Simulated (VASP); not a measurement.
# Sr2BiPd2 (P1) in VASP: a series of runs

The runs below take Sr2BiPd2 through single point, with PBE.

Program: VASP 6.6.1. These are calculated values, not measurements. Logs are shortened: lines on timing, memory, paths and dates and some standing lists are left out, and cuts for length are marked.

### Step 1. The cell of the first run

The typed cell holds 10 atoms: a = 6.203 Å, b = 6.072 Å, c = 8.842 Å, α = 69.97°, β = 80.79°, γ = 60.81°.

### Step 2. Single point, PBE

Input file INCAR:

```
ALGO     = Normal         # electronic algorithm
EDIFF    = 1E-6           # SCF threshold, eV
ENCUT    = 520            # plane-wave cutoff, eV
GGA      = PE             # functional
ISIF     = 2              # what is computed and relaxed
ISMEAR   = 1              # smearing method
LASPH    = T              # aspherical terms in the spheres
LCHARG   = T              # write CHGCAR
LELF     = T              # ELF
LREAL    = F              # projectors in reciprocal space
LVHAR    = T            
LWAVE    = F              # write WAVECAR
NBANDS   = 66             # bands
NELM     = 100            # most SCF steps
PREC     = Accurate       # precision mode
SIGMA    = 0.15           # smearing width, eV
```

Input file KPOINTS:

```
k-points
0
Gamma
  3 3 2
```

Input file POSCAR:

```
Sr2BiPd2
1.0
   -5.4118630000     -0.0244940000      3.0306370000
    0.0060260000     -0.0026770000      6.0721220000
    0.0384440000      8.3057380000      3.0323740000
Pd Bi Sr
4 2 4
Direct
    0.7843217840      0.5475127593      0.2617243488
    0.1965412197      0.5969478157      0.7570998640
    0.6632189610      0.6557976429      0.7423348119
    0.2660050081      0.0693993658      0.2523270429
    0.9952461000      0.3163536745      0.0102798134
    0.4868704048      0.6525245755      0.4895384627
    0.8150800157      0.0304002029      0.4064662227
    0.1699952868      0.2267227450      0.5948385082
    0.7135079769      0.0241824651      0.9225027807
    0.3015336935      0.6256798270      0.0889265603
```

Potentials or basis: VASP PAW PBE potentials, release 64 (Pd, Bi_d, Sr_sv).

The run is started by

```bash
$ cat potpaw_PBE.64/Pd/POTCAR potpaw_PBE.64/Bi_d/POTCAR potpaw_PBE.64/Sr_sv/POTCAR > POTCAR
$ mpirun -np 1 vasp_std > vasp.out
```

OUTCAR:

```text
EDIFF = 1E-6
   ENCUT = 520
   GGA = PE
   ISIF = 2
   ISMEAR = 1
   LASPH = T
   LREAL = F
   NELM = 100
   PREC = Accurate

 ion  position               nearest neighbor table
   1  0.784  0.548  0.262-   6 2.53   5 2.84   7 2.88   4 3.00   4 3.22   9 3.29  10 3.33   8 3.46
                            10 3.50   7 3.67
   2  0.197  0.597  0.757-   6 2.76   5 2.84   3 3.06   8 3.13   3 3.17  10 3.18   9 3.39   9 3.41
                             8 3.52   7 3.58
   3  0.663  0.656  0.742-   6 2.65   5 2.86   2 3.06   2 3.17   8 3.30   9 3.30   8 3.38   7 3.38
                             9 3.49  10 3.50
   4  0.266  0.069  0.252-   5 2.48   6 2.57   7 2.99   1 3.00   1 3.22  10 3.29   8 3.36  10 3.37
                             9 3.67   7 3.74
   5  0.995  0.316  0.010-   4 2.48   1 2.84   2 2.84   3 2.86   9 3.35  10 3.51  10 3.52   9 3.60
                             7 3.61   8 3.81  10 3.82   9 3.97
   6  0.487  0.653  0.490-   1 2.53   4 2.57   3 2.65   2 2.76   8 3.44   7 3.59   7 3.59   7 3.70
                             8 3.76   8 3.80  10 3.97   9 4.20
   7  0.815  0.030  0.406-   1 2.88   4 2.99   3 3.38   2 3.58   6 3.59   6 3.59   5 3.61   1 3.67
                             6 3.70   4 3.74   8 3.76   8 3.84  10 3.97   8 4.07  10 4.22   9 4.44
   8  0.170  0.227  0.595-   2 3.13   3 3.30   4 3.36   3 3.38   6 3.44   1 3.46   2 3.52   7 3.76
                             6 3.76   6 3.80   5 3.81   7 3.84   9 4.03   7 4.07   9 4.23  10 4.46
   9  0.714  0.024  0.923-   1 3.29   3 3.30   5 3.35   2 3.39   2 3.41  10 3.46   3 3.49   5 3.60
                             4 3.67  10 3.93   5 3.97   8 4.03  10 4.12   6 4.20   8 4.23   7 4.44
  10  0.302  0.626  0.089-   2 3.18   4 3.29   1 3.33   4 3.37   9 3.46   1 3.50   3 3.50   5 3.51
                             5 3.52   5 3.82   9 3.93   7 3.97   6 3.97   9 4.12   7 4.22   8 4.46

  LATTYP: Found a triclinic cell.
 ALAT       =     6.2132622835
 B/A-ratio  =     0.9772846056
 C/A-ratio  =     1.6021903233
 COS(alpha) =     0.0003489140
 COS(beta)  =     0.4804404135
 COS(gamma) =     0.4903785133

  Lattice vectors:

 A1 = (  -5.4178890000,  -0.0218170000,  -3.0414850000)
 A2 = (  -0.0060260000,   0.0026770000,  -6.0721220000)
 A3 = (  -5.4503070000,  -8.3302320000,  -0.0017370000)

Analysis of symmetry for initial positions (statically):
=====================================================================
 Subroutine PRICEL returns:
 Original cell was already a primitive cell.

 Routine SETGRP: Setting up the symmetry group for a
 triclinic supercell.

 Subroutine GETGRP returns: Found  1 space group operations
 (whereof  1 operations were pure point group operations)
 out of a pool of  2 trial point group operations.

The static configuration has the point symmetry C_1 .

Analysis of symmetry for dynamics (positions and initial velocities):
=====================================================================
 Subroutine PRICEL returns:
 Original cell was already a primitive cell.

 Routine SETGRP: Setting up the symmetry group for a
 triclinic supercell.

 Subroutine GETGRP returns: Found  1 space group operations
 (whereof  1 operations were pure point group operations)
 out of a pool of  2 trial point group operations.

The dynamic configuration has the point symmetry C_1 .

 Subroutine INISYM returns: Found  1 space group operations
 (whereof  1 operations are pure point group operations),
 and found     1 'primitive' translations

----------------------------------------------------------------------------------------

                                     Primitive cell

  volume of cell :     273.1296

  direct lattice vectors                    reciprocal lattice vectors
    -5.411863000 -0.024494000  3.030637000    -0.184679988  0.000787771  0.000183625
     0.006026000 -0.002677000  6.072122000     0.092432133 -0.060510843  0.164568666
     0.038444000  8.305738000  3.032374000    -0.000514838  0.120381513  0.000053583

  length of vectors
     6.202710836  6.072125580  8.842061623     0.184681760  0.198212278  0.120382626

  position of ions in fractional coordinates (direct lattice)
     0.784321784  0.547512759  0.261724349
     0.196541220  0.596947816  0.757099864
     0.663218961  0.655797643  0.742334812
     0.266005008  0.069399366  0.252327043
     0.995246100  0.316353675  0.010279813
     0.486870405  0.652524576  0.489538463
     0.815080016  0.030400203  0.406466223
     0.169995287  0.226722745  0.594838508
     0.713507977  0.024182465  0.922502781
     0.301533693  0.625679827  0.088926560

  ion indices of the primitive-cell ions
   primitive index   ion index
                 1           1
                 2           2
                 3           3
                 4           4
                 5           5
                 6           6
                 7           7
                 8           8
                 9           9
                10          10

----------------------------------------------------------------------------------------

 KPOINTS: k-points

Automatic generation of k-mesh.
 Grid dimensions read from file:
 generate k-points for:    3    3    2

 Generating k-lattice:

  Cartesian coordinates                     Fractional coordinates (reciprocal lattice)
    -0.061559996  0.000262590  0.000061208     0.333333333 -0.000000000 -0.000000000
     0.030810711 -0.020170281  0.054856222     0.000000000  0.333333333  0.000000000
    -0.000257419  0.060190757  0.000026792    -0.000000000 -0.000000000  0.500000000

  Length of vectors
     0.061560587  0.066070759  0.060191313

  Shift w.r.t. Gamma in fractional coordinates (k-lattice)
     0.000000000  0.000000000  0.000000000

 Subroutine IBZKPT returns following result:
 ===========================================

 Found     10 irreducible k-points:

 Following reciprocal coordinates:
            Coordinates               Weight
  0.000000  0.000000  0.000000      1.000000
  0.333333 -0.000000 -0.000000      2.000000
  0.000000  0.333333 -0.000000      2.000000
  0.333333  0.333333  0.000000      2.000000
 -0.333333  0.333333  0.000000      2.000000
  0.000000 -0.000000  0.500000      1.000000
  0.333333  0.000000  0.500000      2.000000
  0.000000  0.333333  0.500000      2.000000
  0.333333  0.333333  0.500000      2.000000
 -0.333333  0.333333  0.500000      2.000000
   k-points           NKPTS =     10   k-points in BZ     NKDIM =     10   number of bands    NBANDS=     66
   number of dos      NEDOS =    301   number of ions     NIONS =     10
   total plane-waves  NPLWV = 161280
   dimension x,y,z NGX =    48 NGY =   48 NGZ =   70
   dimension x,y,z NGXF=    96 NGYF=   96 NGZF=  140
   ions per type =               4   2   4
   NGX,Y,Z   is equivalent  to a cutoff of  12.87, 13.14, 13.16 a.u.
   NGXF,Y,Z  is equivalent  to a cutoff of  25.73, 26.28, 26.32 a.u.
 SYSTEM =  unknown system
   PREC   = accura    normal or accurate (medium, high low for compatibility)
   ISTART =      0    job   : 0-new  1-cont  2-samecut
   ICHARG =      2    charge: 1-file 2-atom 10-const
   ISPIN  =      1    spin polarized calculation?
   LNONCOLLINEAR =      F non collinear calculations
   LSORBIT =      F    spin-orbit coupling
   LASPH  =      T    aspherical Exc in radial PAW
   ENCUT  =  520.0 eV  38.22 Ry    6.18 a.u.  11.53 11.29 16.44*2*pi/ulx,y,z
   NELM   =    100;   NELMIN=  2; NELMDL= -5     # of ELM steps
   EDIFF  = 0.1E-05   stopping-criterion for ELM
   LREAL  =      F    real-space projection
   EDIFFG = 0.1E-04   stopping-criterion for IOM
   NSW    =      0    number of steps for IOM
   IBRION =     -1    ionic relax: 0-MD 1-quasi-New 2-CG
   NFREE  =      0    steps in history (QN), initial steepest desc. (CG)
   ISIF   =      2    stress and relaxation
   ISYM   =      2    0-nonsym 1-usesym 2-fastsym
   POTIM  = 0.5000    time-step for ionic-motion
   TEBEG  =    0.0;   TEEND  =   0.0 temperature during run
   PSTRESS=    0.0 pullay stress
   NELECT =     110.0000    total number of electrons
   NUPDOWN=      -1.0000    fix difference up-down
   EMIN   =  10.00;   EMAX   =-10.00  energy-range for DOS
   EFERMI =   0.00;   METHOD = LEGACY
   ISMEAR =     1;   SIGMA  =   0.15  broadening in eV -4-tet -1-fermi 0-gaus
   EFERMI_NEDOS =   21; number of points for ismear=-14 and -15
   IALGO  =     38    algorithm
   IMIX   =      4    mixing-type and parameters
     AMIX     =   0.40;   BMIX     =  1.00
     AMIX_MAG =   1.60;   BMIX_MAG =  1.00
  volume/ion in A,a.u.               =      27.31       184.32
  Fermi-wavevector in a.u.,A,eV,Ry     =   1.208972  2.284625 19.886446  1.461613
  Thomas-Fermi vector in A             =   2.344563
   LORBIT       =      0    0 simple, 1 ext, 2 COOP (PROOUT), +10 PAW based schemes
   GGA     = PE    functional components
   LHFCALC =     F    Hartree Fock is set to
   AEXX    =    0.0000 exact exchange contribution
   IVDW    =     0    specifies the selected vdW correction
   LEPSILON=     F    determine dielectric tensor
   LRPA    =     F    only Hartree local field effects (RPA)
 non-spin polarized calculation
 Methfessel and Paxton  Order N= 1 SIGMA  =   0.15
  energy-cutoff  :      520.00
  volume of cell :      273.13
 maximum number of plane-waves:      7391
 NGX is ok and might be reduce to    48
   NGX = 23   NGY = 23   NGZ = 33

 number of electron     109.9999997 magnetization

 Free energy of the ion-electron system (eV)
  ---------------------------------------------------
  ext. energy  EPLUGINS =         0.00000000
  ---------------------------------------------------
  free energy    TOTEN  =       -40.56498414 eV

  energy without entropy =      -40.56085976  energy(sigma->0) =      -40.56360935

 E-fermi :   5.5929     XC(G=0):  -9.8666

 val. band max:        5.5876609529   @ k =   0.0000   0.3333  -0.0000
 cond. band min:       5.6516032876   @ k =   0.3333   0.3333   0.0000
 fundamental gap:      0.0639423347
 Fermi energy:         5.5928635956

 k-point     1 :       0.0000    0.0000    0.0000
  band No.  band energies     occupation
      1     -30.3984      2.00000
      2     -30.3397      2.00000
      3     -30.2583      2.00000
      4     -30.1920      2.00000
      5     -17.1441      2.00000
      6     -17.1222      2.00000
[... 58 lines left out ...]
     65       7.6012     -0.00000
     66       8.7337      0.00000

 k-point     2 :       0.3333   -0.0000   -0.0000
  band No.  band energies     occupation
      1     -30.3929      2.00000
      2     -30.3450      2.00000
      3     -30.2564      2.00000
      4     -30.1940      2.00000
      5     -17.1423      2.00000
      6     -17.1261      2.00000
[... 58 lines left out ...]
     65       8.0674     -0.00000
     66       8.3615     -0.00000

 k-point     3 :       0.0000    0.3333   -0.0000
  band No.  band energies     occupation
      1     -30.3945      2.00000
      2     -30.3434      2.00000
      3     -30.2570      2.00000
      4     -30.1932      2.00000
      5     -17.1412      2.00000
      6     -17.1264      2.00000
[... 472 lines left out ...]
     65       8.2306     -0.00000
     66       8.4233     -0.00000

 k-point    10 :      -0.3333    0.3333    0.5000
  band No.  band energies     occupation
      1     -30.3924      2.00000
      2     -30.3454      2.00000
      3     -30.2556      2.00000
      4     -30.1947      2.00000
      5     -17.1417      2.00000
      6     -17.1253      2.00000
[... 58 lines left out ...]
     65       8.4205     -0.00000
     66       8.5909     -0.00000

------------------------ aborting loop because EDIFF is reached ----------------------------------------

  FORCE on cell =-STRESS in cart. coord.  units (eV):
  Direction    XX          YY          ZZ          XY          YZ          ZX
  --------------------------------------------------------------------------------------
  -------------------------------------------------------------------------------------
  Total        6.1914124     11.4254082      2.5727673     -3.2140172      0.3841177      0.8593819
  in kB       36.3188040     67.0214059     15.0918441    -18.8534139      2.2532329      5.0411316
  external PRESSURE =      39.4773513 kB  Pullay stress =       0.0000000 kB

 VOLUME and BASIS-vectors are now :
 -----------------------------------------------------------------------------
  energy-cutoff  :      520.00
  volume of cell :      273.13
      direct lattice vectors                 reciprocal lattice vectors
    -5.411863000 -0.024494000  3.030637000    -0.184679988  0.000787771  0.000183625
     0.006026000 -0.002677000  6.072122000     0.092432133 -0.060510843  0.164568666
     0.038444000  8.305738000  3.032374000    -0.000514838  0.120381513  0.000053583

 POSITION                                       TOTAL-FORCE (eV/Angst)
 -----------------------------------------------------------------------------------
     -4.23128      2.15314      6.49520        -1.120498     -1.301717      0.421983
     -1.03095      6.28186      6.51620         0.332858      0.145621      0.303117
     -3.55676      6.14764      8.24310        -0.364031      0.681973      0.295614
     -1.42946      2.08906      1.99272        -1.209135      0.667336      0.928324
     -5.38383      0.06016      4.96834         1.316845     -2.120371      0.011988
     -2.61212      4.05231      6.92220         0.445912      1.612898     -0.733886
     -4.39529      3.35596      3.88736         0.077481      0.446821     -1.078359
     -0.89576      4.93580      3.69566         0.166838      0.182316      0.142071
     -3.82580      7.64452      5.10660         0.988601     -0.456552     -0.387410
     -1.62467      0.72954      4.98270        -0.634870      0.141674      0.096559
 -----------------------------------------------------------------------------------
    total drift:                               -0.000451      0.000003      0.000228

  FREE ENERGIE OF THE ION-ELECTRON SYSTEM (eV)
  ---------------------------------------------------
  free  energy   TOTEN  =       -40.5649841425 eV

  energy  without entropy=      -40.5608597577  energy(sigma->0) =      -40.56360935
```

Run time: 3.5 min. Hardware: 1 thread of Intel Xeon Platinum 8375C at 2.90GHz (Ice Lake), shared host; peak memory 0.48 GiB.

What came out:

```
Free energy            : -40.5650 eV
Pressure               : 3.9 GPa
Largest force          : 2.496 eV/Å
Band gap on the k mesh : zero (bands 55 and 56 overlap by 0.26 eV)
```

Forces in eV/Å, atoms in the order of the input:
```
Pd  -1.120 -1.302  0.422
Pd   0.333  0.146  0.303
Pd  -0.364  0.682  0.296
Pd  -1.209  0.667  0.928
Bi   1.317 -2.120  0.012
Bi   0.446  1.613 -0.734
Sr   0.077  0.447 -1.078
Sr   0.167  0.182  0.142
Sr   0.989 -0.457 -0.387
Sr  -0.635  0.142  0.097
```

Levels at points of the mesh, in eV from the Fermi level:
```tsv
k point	band 53	band 54	band 55	band 56	band 57	band 58
(0.00, 0.00, 0.00)	-0.87	-0.41	-0.25	-0.12	0.61	0.85
(0.00, 0.00, 0.50)	-0.79	-0.62	0.14	0.20	0.57	0.74
```

Caveat: the k points lie up to 0.41 Å⁻¹ apart; spin-orbit coupling is left out, which moves the levels of the heavy elements; forces of over 1 eV/Å act on the atoms, so gaps and moduli don't describe the material at rest.

[end of part 1 of 2]
